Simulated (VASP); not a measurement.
Input of a VASP 6.6.1 run:

Contents of INCAR:

```
SYSTEM = Pb
PREC = Accurate
ENCUT = 520
EDIFF = 1E-6
ISMEAR = -1
SIGMA = 0.1
LREAL = .False.
LASPH = .True.
NELM = 100
ALGO = Normal
ISIF = 2
LWAVE = .False.
LCHARG = .False.
GGA = PS
NBANDS = 13
```

The input KPOINTS:

```
Automatic mesh
0
Gamma
  11 11 11
  0 0 0
```

POSCAR

```
Pb
1.0
    3.0935816910      0.0000000000      0.0000000000
    0.0000000000      3.0935816910      0.0000000000
    0.0000000000      0.0000000000      3.0935816910
Pb
1
Direct
    0.0000000000      0.0000000000      0.0000000000
```

Potentials or basis: VASP PAW PBE potentials, release 64 (Pb_d).

Run with:

```bash
$ cat potpaw_PBE.64/Pb_d/POTCAR > POTCAR
$ mpirun -np 1 vasp_std > vasp.out
```

Problem. Predict the pressure.

Solution. 4.6 GPa.

Problem. Predict the band gap on the k mesh.

Solution. Zero (band 7 reaches 12.54 eV, above the bottom of band 8 at 5.19 eV).

Caveat: the PAW data sets were made with another functional, which shifts forces and pressure a little; spin-orbit coupling is left out, which moves the levels of the heavy elements.
